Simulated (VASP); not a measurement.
# MoS2 in VASP: further runs, part 3 of 3

VASP 6.6.1. Earlier steps stand in the parts before.

## (5) Relaxation of cell and atoms, PBEsol, target pressure 60 GPa, at which the enthalpy is minimised

This run uses another cell than the first one, of 12.56 Å³/atom.

File INCAR:

```
SYSTEM = MoS2
ALGO = Normal ; EDIFF = 1E-6
EDIFFG = -0.008 ; ENCUT = 600
GGA = PS ; IBRION = 2
ISIF = 3 ; ISMEAR = 0
LASPH = .True. ; LCHARG = .False.
LREAL = .False. ; LWAVE = .False.
NELM = 80 ; NSW = 70
PREC = Accurate ; PSTRESS = 600.0
SIGMA = 0.1
```

File KPOINTS:

```
k-points
0
Gamma
  12 12 4
  0 0 0
```

File POSCAR:

```
MoS2
1.0
    2.8839446053      0.0000000000      0.0000000000
   -1.4419723026      2.4975692913      0.0000000000
    0.0000000000      0.0000000000     10.4662240560
Mo S
2 4
Direct
    0.6666666667      0.3333333333      0.2500000000
    0.3333333333      0.6666666667      0.7500000000
    0.3333333333      0.6666666667      0.3968473336
    0.6666666667      0.3333333333      0.8968473336
    0.3333333333      0.6666666667      0.1031526664
    0.6666666667      0.3333333333      0.6031526664
```

Potentials or basis: VASP PAW PBE potentials, release 64 (Mo_sv, S).

The run is started by

```sh
$ cat potpaw_PBE.64/Mo_sv/POTCAR potpaw_PBE.64/S/POTCAR > POTCAR
$ mpirun -np 1 vasp_std > vasp.out
```

OUTCAR:

```text
SYSTEM = MoS2
   EDIFF = 1E-6
   EDIFFG = -0.008
   ENCUT = 600
   GGA = PS
   IBRION = 2
   ISIF = 3
   ISMEAR = 0
   LASPH = .True.
   LREAL = .False.
   NELM = 80
   NSW = 70
   PREC = Accurate
   PSTRESS = 600.0

 ion  position               nearest neighbor table
   1  0.667  0.333  0.250-   3 2.27   5 2.27   3 2.27   5 2.27   3 2.27   5 2.27
   2  0.333  0.667  0.750-   4 2.27   6 2.27   4 2.27   6 2.27   4 2.27   6 2.27
   3  0.333  0.667  0.397-   1 2.27   1 2.27   1 2.27   6 2.73   6 2.73   6 2.73
   4  0.667  0.333  0.897-   2 2.27   2 2.27   2 2.27   5 2.73   5 2.73   5 2.73
   5  0.333  0.667  0.103-   1 2.27   1 2.27   1 2.27   4 2.73   4 2.73   4 2.73
   6  0.667  0.333  0.603-   2 2.27   2 2.27   2 2.27   3 2.73   3 2.73   3 2.73

  LATTYP: Found a hexagonal cell.
 ALAT       =     2.8839446053
 C/A-ratio  =     3.6291349136

  Lattice vectors:

 A1 = (   2.8839446053,   0.0000000000,   0.0000000000)
 A2 = (  -1.4419723026,   2.4975692913,   0.0000000000)
 A3 = (   0.0000000000,   0.0000000000,  10.4662240560)

Analysis of symmetry for initial positions (statically):
=====================================================================
 Subroutine PRICEL returns:
 Original cell was already a primitive cell.

[... 187 lines left out ...]
  --------------------------------------------------------------------------------------
  -------------------------------------------------------------------------------------
  Total       26.4502380     26.4502380     28.9772030      0.0000000      0.0000000      0.0000000
  in kB      562.1415404    562.1415404    615.8466142      0.0000000      0.0000000      0.0000000
  external PRESSURE =     -19.9567683 kB  Pullay stress =     600.0000000 kB
[... 239 lines left out ...]
--------------------------------------- Ionic step        7  -------------------------------------------

 number of electron      52.0000005 magnetization

 Free energy of the ion-electron system (eV)
  ---------------------------------------------------
  ext. energy  EPLUGINS =         0.00000000
  ---------------------------------------------------
  free energy    TOTEN  =       -42.81822013 eV

  energy without entropy =      -42.81400477  energy(sigma->0) =      -42.81611245

 E-fermi :  13.7758     XC(G=0): -13.2796

 val. band max:       13.7731840387   @ k =   0.2500   0.1667   0.0000
 cond. band min:      13.8131068908   @ k =   0.2500   0.2500   0.0000
 fundamental gap:      0.0399228521
 Fermi energy:        13.7758161645

 k-point     1 :       0.0000    0.0000    0.0000
  band No.  band energies     occupation
      1     -47.6825      2.00000
      2     -47.6825      2.00000
      3     -22.1813      2.00000
      4     -22.1765      2.00000
      5     -21.3817      2.00000
      6     -21.3817      2.00000
[... 805 lines left out ...]
     30      15.9124      0.00000
     31      16.8073      0.00000

 [... further k-points ...]

------------------------ aborting loop because EDIFF is reached ----------------------------------------

  FORCE on cell =-STRESS in cart. coord.  units (eV):
  Direction    XX          YY          ZZ          XY          YZ          ZX
  --------------------------------------------------------------------------------------
  -------------------------------------------------------------------------------------
  Total       27.2144002     27.2144002     27.2100918      0.0000000     -0.0000000      0.0000000
  in kB      600.1408395    600.1408395    600.0458294      0.0000000     -0.0000000      0.0000000
  external PRESSURE =       0.1091695 kB  Pullay stress =     600.0000000 kB
[... 25 lines left out ...]
  energy  without entropy=      -42.8140047725  energy(sigma->0) =      -42.81611245

  enthalpy is  TOTEN    =       -15.6102065538 eV   P V=       27.2080135803

 reached required accuracy - stopping structural energy minimisation
```

CONTCAR:

```text
MoS2
   1.00000000000000
     2.8465963571002604    0.0000000000290202    0.0000000000000000
    -1.4232981784756455    2.4652247595607593    0.0000000000000000
     0.0000000000000000   -0.0000000000000000   10.3531798291390160
  Mo              S
     2     4
Direct
     0.6666666667000030    0.3333333332999970    0.2500000000000000
     0.3333333332999970    0.6666666667000030    0.7500000000000000
     0.3333333332999970    0.6666666667000030    0.4038428720222494
     0.6666666667000030    0.3333333332999970    0.9038428720222493
     0.3333333332999970    0.6666666667000030    0.0961571279777505
     0.6666666667000030    0.3333333332999970    0.5961571279777507

  0.00000000E+00  0.00000000E+00  0.00000000E+00
  0.00000000E+00  0.00000000E+00  0.00000000E+00
  0.00000000E+00  0.00000000E+00  0.00000000E+00
  0.00000000E+00  0.00000000E+00  0.00000000E+00
  0.00000000E+00  0.00000000E+00  0.00000000E+00
  0.00000000E+00  0.00000000E+00  0.00000000E+00
```

It took 15 min on 1 thread of AMD EPYC 7R13, shared host; peak memory 0.28 GiB.

Results:

```
Free energy                                                : -42.8182 eV
Relaxed volume                                             : 12.11 Å³/atom
Relaxed cell                                               : a = 2.847 Å, b = 2.847 Å, c = 10.353 Å, α = 90.00°, β = 90.00°, γ = 120.00°
Space group after relaxing (to 0.1 Å)                      : P6_3/mmc (No. 194)
Energy change on relaxing (the run minimises the enthalpy) : +128.9 meV/atom
Ionic steps                                                : 7
Pressure after relaxing                                    : 60.0 GPa
Band gap on the k mesh                                     : zero (bands 26 and 27 overlap by 1.48 eV)
```

Step by step:
| step | energy change (eV) | largest force (eV/Å) | pressure (GPa) | volume (Å³) |
| --- | --- | --- | --- | --- |
| 1 | 0.0000 | 1.5431 | 58.00 | 75.39 |
| 2 | 0.4383 | 0.4178 | 53.21 | 73.68 |
| 3 | 0.3134 | 0.0761 | 53.89 | 73.99 |
| 4 | 2.6067 | 0.5116 | 83.66 | 68.49 |
| 5 | 0.8229 | 0.1080 | 60.86 | 72.54 |
| 6 | 0.7615 | 0.0378 | 59.76 | 72.69 |
| 7 | 0.7736 | 0.0002 | 60.01 | 72.65 |

Final structure:
```yaml
crystal:
  lattice:
    - [2.84660, 0.00000, 0.00000]
    - [-1.42330, 2.46522, 0.00000]
    - [0.00000, 0.00000, 10.35318]
  atoms:
    - { symbol: Mo, position: [0.66667, 0.33333, 0.25000] }
    - { symbol: Mo, position: [0.33333, 0.66667, 0.75000] }
    - { symbol: S, position: [0.33333, 0.66667, 0.40384] }
    - { symbol: S, position: [0.66667, 0.33333, 0.90384] }
    - { symbol: S, position: [0.33333, 0.66667, 0.09616] }
    - { symbol: S, position: [0.66667, 0.33333, 0.59616] }
```

Caveat: the cell is relaxed towards a set pressure, so the run minimises the enthalpy, not the energy; the PAW data sets were made with another functional, which shifts forces and pressure a little.

## (6) Overview

```csv
task,cell,k mesh,cutoff (eV),smearing,gap on the mesh (eV),pressure (GPa),largest force (eV/Å)
single point,"a = 2.846, b = 2.846, c = 10.346 Å, angles 90.0, 90.0, 120.0°, 6 atoms, atomic positions A",12 × 12 × 4,520,gaussian 0.1 eV,none,60.2,0.04
single point,"a = 3.117, b = 3.117, c = 11.866 Å, angles 90.0, 90.0, 120.0°, 6 atoms, atomic positions B",12 × 12 × 2,520,gaussian 0.02 eV,0.65,3.0,-
single point,"a = 3.081, b = 3.081, c = 11.436 Å, angles 90.0, 90.0, 120.0°, 6 atoms, atomic positions C",12 × 12 × 4,520,gaussian 0.02 eV,0.38,8.0,0.01
relaxation of cell and atoms,"relaxed to 60 GPa from a = 2.884, b = 2.884, c = 10.466 Å, angles 90.0, 90.0, 120.0°, 6 atoms, atomic positions D",12 × 12 × 4,600,gaussian 0.1 eV,none,60.0,-
```

Alike in all rows: level PBEsol; potentials or basis VASP PAW PBE potentials, release 64 (Mo_sv, S); no spin polarisation.

Caveats: the PAW data sets were made with another functional, which shifts forces and pressure a little; the cell stands under pressure (at least some runs); the cell is relaxed towards a set pressure, so the run minimises the enthalpy, not the energy (at least some runs).

Absolute energies hang on the potentials; compare differences alone.
